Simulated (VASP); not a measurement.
# CdF2 (Fm-3m) in VASP: notebook

The runs below take CdF2 through single point, relaxation of cell and atoms, with PBE.

All numbers are computed with VASP 6.6.1; they aren't measurements. Logs are shortened: lines on timing, memory, paths and dates and some standing lists are left out, and cuts for length are marked.

## 1. The cell of the first run

The structure is cubic, space group Fm-3m (No. 225). Conventional cell: a = 5.480 Å, b = 5.480 Å, c = 5.480 Å, α = 90.00°, β = 90.00°, γ = 90.00°. Cd (site symmetry m-3m) has 8 F at 2.37 Å within 3.1 Å. Within 3.1 Å of F (site symmetry -43m) lie 4 Cd at 2.37 Å and 6 F at 2.74 Å.

## 2. Single point, PBE

Input file INCAR:

```
PREC = Accurate
ENCUT = 520
EDIFF = 1E-7
ISMEAR = 0
SIGMA = 0.1
LREAL = False
LASPH = True
NELM = 60
ALGO = Normal
ISIF = 2
LWAVE = False
LCHARG = True
GGA = PE
LELF = True
LVHAR = True
NBANDS = 20
```

Input file KPOINTS:

```
Automatic mesh
0
Gamma
  6 6 6
```

Input file POSCAR:

```
CdF2
1.0
    0.0000000000      2.7399284287      2.7399284287
    2.7399284287      0.0000000000      2.7399284287
    2.7399284287      2.7399284287      0.0000000000
Cd F
1 2
Direct
    0.0000000000      0.0000000000      0.0000000000
    0.2500000000      0.2500000000      0.2500000000
    0.7500000000      0.7500000000      0.7500000000
```

Potentials or basis: VASP PAW PBE potentials, release 64 (Cd, F).

Launch:

```bash
$ cat potpaw_PBE.64/Cd/POTCAR potpaw_PBE.64/F/POTCAR > POTCAR
$ mpirun -np 1 vasp_std > vasp.out
```

OUTCAR:

```text
PREC = Accurate
   ENCUT = 520
   EDIFF = 1E-7
   ISMEAR = 0
   LREAL = False
   LASPH = True
   NELM = 60
   ISIF = 2
   GGA = PE

 ion  position               nearest neighbor table
   1  0.000  0.000  0.000-   3 2.37   3 2.37   3 2.37   2 2.37   2 2.37   2 2.37   3 2.37   2 2.37

   2  0.250  0.250  0.250-   1 2.37   1 2.37   1 2.37   1 2.37
   3  0.750  0.750  0.750-   1 2.37   1 2.37   1 2.37   1 2.37

  LATTYP: Found a face centered cubic cell.
 ALAT       =     5.4798568574

  Lattice vectors:

 A1 = (   0.0000000000,   2.7399284287,   2.7399284287)
 A2 = (   2.7399284287,   0.0000000000,   2.7399284287)
 A3 = (   2.7399284287,   2.7399284287,   0.0000000000)

Analysis of symmetry for initial positions (statically):
=====================================================================
 Subroutine PRICEL returns:
 Original cell was already a primitive cell.

 Routine SETGRP: Setting up the symmetry group for a
 face centered cubic supercell.

 Subroutine GETGRP returns: Found 48 space group operations
 (whereof 48 operations were pure point group operations)
 out of a pool of 48 trial point group operations.

The static configuration has the point symmetry O_h .

Analysis of symmetry for dynamics (positions and initial velocities):
=====================================================================
 Subroutine PRICEL returns:
 Original cell was already a primitive cell.

 Routine SETGRP: Setting up the symmetry group for a
 face centered cubic supercell.

 Subroutine GETGRP returns: Found 48 space group operations
 (whereof 48 operations were pure point group operations)
 out of a pool of 48 trial point group operations.

The dynamic configuration has the point symmetry O_h .

 Subroutine INISYM returns: Found 48 space group operations
 (whereof 48 operations are pure point group operations),
 and found     1 'primitive' translations

----------------------------------------------------------------------------------------

                                     Primitive cell

  volume of cell :      41.1384

  direct lattice vectors                    reciprocal lattice vectors
     0.000000000  2.739928429  2.739928429    -0.182486519  0.182486519  0.182486519
     2.739928429  0.000000000  2.739928429     0.182486519 -0.182486519  0.182486519
     2.739928429  2.739928429  0.000000000     0.182486519  0.182486519 -0.182486519

  length of vectors
     3.874843944  3.874843944  3.874843944     0.316075922  0.316075922  0.316075922

  position of ions in fractional coordinates (direct lattice)
     0.000000000  0.000000000  0.000000000
     0.250000000  0.250000000  0.250000000
     0.750000000  0.750000000  0.750000000

  ion indices of the primitive-cell ions
   primitive index   ion index
                 1           1
                 2           2
                 3           3

----------------------------------------------------------------------------------------

 KPOINTS: Automatic mesh

Automatic generation of k-mesh.
 Grid dimensions read from file:
 generate k-points for:    6    6    6

 Generating k-lattice:

  Cartesian coordinates                     Fractional coordinates (reciprocal lattice)
    -0.030414420  0.030414420  0.030414420     0.166666667  0.000000000  0.000000000
     0.030414420 -0.030414420  0.030414420     0.000000000  0.166666667  0.000000000
     0.030414420  0.030414420 -0.030414420     0.000000000  0.000000000  0.166666667

  Length of vectors
     0.052679320  0.052679320  0.052679320

  Shift w.r.t. Gamma in fractional coordinates (k-lattice)
     0.000000000  0.000000000  0.000000000

 Subroutine IBZKPT returns following result:
 ===========================================

 Found     16 irreducible k-points:

 Following reciprocal coordinates:
            Coordinates               Weight
  0.000000  0.000000  0.000000      1.000000
  0.166667  0.000000  0.000000      8.000000
  0.333333  0.000000  0.000000      8.000000
  0.500000  0.000000  0.000000      4.000000
  0.166667  0.166667  0.000000      6.000000
  0.333333  0.166667  0.000000     24.000000
[... 8 lines left out ...]
 -0.333333  0.333333  0.166667     24.000000
 -0.333333  0.500000  0.166667     12.000000
   k-points           NKPTS =     16   k-points in BZ     NKDIM =     16   number of bands    NBANDS=     20
   number of dos      NEDOS =    301   number of ions     NIONS =      3
   total plane-waves  NPLWV =  27000
   dimension x,y,z NGX =    30 NGY =   30 NGZ =   30
   dimension x,y,z NGXF=    60 NGYF=   60 NGZF=   60
   ions per type =               1   2
   NGX,Y,Z   is equivalent  to a cutoff of  12.87, 12.87, 12.87 a.u.
   NGXF,Y,Z  is equivalent  to a cutoff of  25.74, 25.74, 25.74 a.u.
 SYSTEM =  unknown system
   PREC   = accura    normal or accurate (medium, high low for compatibility)
   ISTART =      0    job   : 0-new  1-cont  2-samecut
   ICHARG =      2    charge: 1-file 2-atom 10-const
   ISPIN  =      1    spin polarized calculation?
   LNONCOLLINEAR =      F non collinear calculations
   LSORBIT =      F    spin-orbit coupling
   LASPH  =      T    aspherical Exc in radial PAW
   ENCUT  =  520.0 eV  38.22 Ry    6.18 a.u.   7.20  7.20  7.20*2*pi/ulx,y,z
   NELM   =     60;   NELMIN=  2; NELMDL= -5     # of ELM steps
   EDIFF  = 0.1E-06   stopping-criterion for ELM
   LREAL  =      F    real-space projection
   EDIFFG = 0.1E-05   stopping-criterion for IOM
   NSW    =      0    number of steps for IOM
   IBRION =     -1    ionic relax: 0-MD 1-quasi-New 2-CG
   NFREE  =      0    steps in history (QN), initial steepest desc. (CG)
   ISIF   =      2    stress and relaxation
   ISYM   =      2    0-nonsym 1-usesym 2-fastsym
   POTIM  = 0.5000    time-step for ionic-motion
   TEBEG  =    0.0;   TEEND  =   0.0 temperature during run
   PSTRESS=    0.0 pullay stress
   NELECT =      26.0000    total number of electrons
   NUPDOWN=      -1.0000    fix difference up-down
   EMIN   =  10.00;   EMAX   =-10.00  energy-range for DOS
   EFERMI =   0.00;   METHOD = LEGACY
   ISMEAR =     0;   SIGMA  =   0.10  broadening in eV -4-tet -1-fermi 0-gaus
   EFERMI_NEDOS =   21; number of points for ismear=-14 and -15
   IALGO  =     38    algorithm
   IMIX   =      4    mixing-type and parameters
     AMIX     =   0.40;   BMIX     =  1.00
     AMIX_MAG =   1.60;   BMIX_MAG =  1.00
  volume/ion in A,a.u.               =      13.71        92.54
  Fermi-wavevector in a.u.,A,eV,Ry     =   1.404915  2.654904 26.854993  1.973786
  Thomas-Fermi vector in A             =   2.527429
   LORBIT       =      0    0 simple, 1 ext, 2 COOP (PROOUT), +10 PAW based schemes
   GGA     = PE    functional components
   LHFCALC =     F    Hartree Fock is set to
   AEXX    =    0.0000 exact exchange contribution
   IVDW    =     0    specifies the selected vdW correction
   LEPSILON=     F    determine dielectric tensor
   LRPA    =     F    only Hartree local field effects (RPA)
 non-spin polarized calculation
 Gauss-broadening in eV      SIGMA  =   0.10
  energy-cutoff  :      520.00
  volume of cell :       41.14
 maximum number of plane-waves:      1125
 NGX is ok and might be reduce to    30
   NGX = 15   NGY = 15   NGZ = 15

 number of electron      25.9999995 magnetization

 Free energy of the ion-electron system (eV)
  ---------------------------------------------------
  ext. energy  EPLUGINS =         0.00000000
  ---------------------------------------------------
  free energy    TOTEN  =       -10.90508784 eV

  energy without entropy =      -10.90508784  energy(sigma->0) =      -10.90508784

 E-fermi :  -1.2262     XC(G=0): -10.1390

 val. band max:       -1.6963210089   @ k =  -0.3333   0.5000   0.1667
 cond. band min:       1.2104896641   @ k =   0.0000   0.0000   0.0000
 fundamental gap:      2.9068106730
 Fermi energy:        -1.2261660717

 k-point     1 :       0.0000    0.0000    0.0000
  band No.  band energies     occupation
      1     -22.2145      2.00000
      2     -21.2448      2.00000
      3      -7.1608      2.00000
      4      -7.1608      2.00000
      5      -7.1608      2.00000
      6      -6.1626      2.00000
[... 12 lines left out ...]
     19      17.8510      0.00000
     20      17.8510      0.00000

 k-point     2 :       0.1667    0.0000    0.0000
  band No.  band energies     occupation
      1     -22.1397      2.00000
      2     -21.3119      2.00000
      3      -7.0740      2.00000
      4      -7.0740      2.00000
      5      -6.9097      2.00000
      6      -6.1825      2.00000
[... 12 lines left out ...]
     19      17.2107      0.00000
     20      17.2107      0.00000

 k-point     3 :       0.3333    0.0000    0.0000
  band No.  band energies     occupation
      1     -21.9473      2.00000
      2     -21.4823      2.00000
      3      -6.9237      2.00000
      4      -6.9237      2.00000
      5      -6.3173      2.00000
      6      -6.1616      2.00000
[... 12 lines left out ...]
     19      16.4312      0.00000
     20      17.1420      0.00000

 k-point     4 :       0.5000    0.0000    0.0000
  band No.  band energies     occupation
      1     -21.7393      2.00000
      2     -21.6784      2.00000
      3      -6.8729      2.00000
      4      -6.8729      2.00000
      5      -6.1007      2.00000
      6      -6.1007      2.00000
[... 12 lines left out ...]
     19      16.1486      0.00000
     20      16.6400      0.00000

 k-point     5 :       0.1667    0.1667    0.0000
  band No.  band energies     occupation
      1     -22.1178      2.00000
      2     -21.3294      2.00000
      3      -7.0228      2.00000
      4      -7.0228      2.00000
      5      -6.8569      2.00000
      6      -6.2771      2.00000
[... 12 lines left out ...]
     19      18.1302      0.00000
     20      18.3363      0.00000
[... 169 lines left out ...]
      6      -6.0634      2.00000
[... 12 lines left out ...]
     19      17.2616      0.00000
     20      19.5023      0.00000

 k-point    14 :       0.5000    0.3333    0.1667
  band No.  band energies     occupation
      1     -21.8452      2.00000
      2     -21.5576      2.00000
      3      -6.7418      2.00000
      4      -6.6419      2.00000
      5      -6.4205      2.00000
      6      -6.1549      2.00000
[... 12 lines left out ...]
     19      17.2985      0.00000
     20      19.2286      0.00000

 k-point    15 :      -0.3333    0.3333    0.1667
  band No.  band energies     occupation
      1     -21.7028      2.00000
      2     -21.6875      2.00000
      3      -6.6919      2.00000
      4      -6.5545      2.00000
      5      -6.2519      2.00000
      6      -6.2061      2.00000
[... 12 lines left out ...]
     19      16.9152      0.00000
     20      19.7430      0.00000

 k-point    16 :      -0.3333    0.5000    0.1667
  band No.  band energies     occupation
      1     -21.7499      2.00000
      2     -21.6302      2.00000
      3      -6.7347      2.00000
      4      -6.3546      2.00000
      5      -6.2979      2.00000
      6      -6.2193      2.00000
[... 12 lines left out ...]
     19      18.1673      0.00000
     20      18.5512      0.00000

------------------------ aborting loop because EDIFF is reached ----------------------------------------

  FORCE on cell =-STRESS in cart. coord.  units (eV):
  Direction    XX          YY          ZZ          XY          YZ          ZX
  --------------------------------------------------------------------------------------
  -------------------------------------------------------------------------------------
  Total        0.1565460      0.1565460      0.1565460     -0.0000000      0.0000000      0.0000000
  in kB        6.0968432      6.0968432      6.0968432     -0.0000000      0.0000000      0.0000000
  external PRESSURE =       6.0968432 kB  Pullay stress =       0.0000000 kB

 VOLUME and BASIS-vectors are now :
 -----------------------------------------------------------------------------
  energy-cutoff  :      520.00
  volume of cell :       41.14
      direct lattice vectors                 reciprocal lattice vectors
     0.000000000  2.739928429  2.739928429    -0.182486519  0.182486519  0.182486519
     2.739928429  0.000000000  2.739928429     0.182486519 -0.182486519  0.182486519
     2.739928429  2.739928429  0.000000000     0.182486519  0.182486519 -0.182486519

 POSITION                                       TOTAL-FORCE (eV/Angst)
 -----------------------------------------------------------------------------------
      0.00000      0.00000      0.00000         0.000000     -0.000000      0.000000
      1.36996      1.36996      1.36996        -0.000000     -0.000000     -0.000000
      4.10989      4.10989      4.10989        -0.000000      0.000000      0.000000
 -----------------------------------------------------------------------------------
    total drift:                                0.000000     -0.000000      0.000000

  FREE ENERGIE OF THE ION-ELECTRON SYSTEM (eV)
  ---------------------------------------------------
  free  energy   TOTEN  =       -10.9050878359 eV

  energy  without entropy=      -10.9050878359  energy(sigma->0) =      -10.90508784
```

Run time: 37 s. Hardware: 1 thread of AMD EPYC 7R13, shared host; peak memory 0.14 GiB.

What came out:

| Item | Value |
| --- | --- |
| Free energy | -10.9051 eV |
| Pressure | 0.6 GPa |
| Band gap on the k mesh | 2.91 eV, indirect (least direct gap 3.45 eV) |

(Continued in part 2 of 2.)
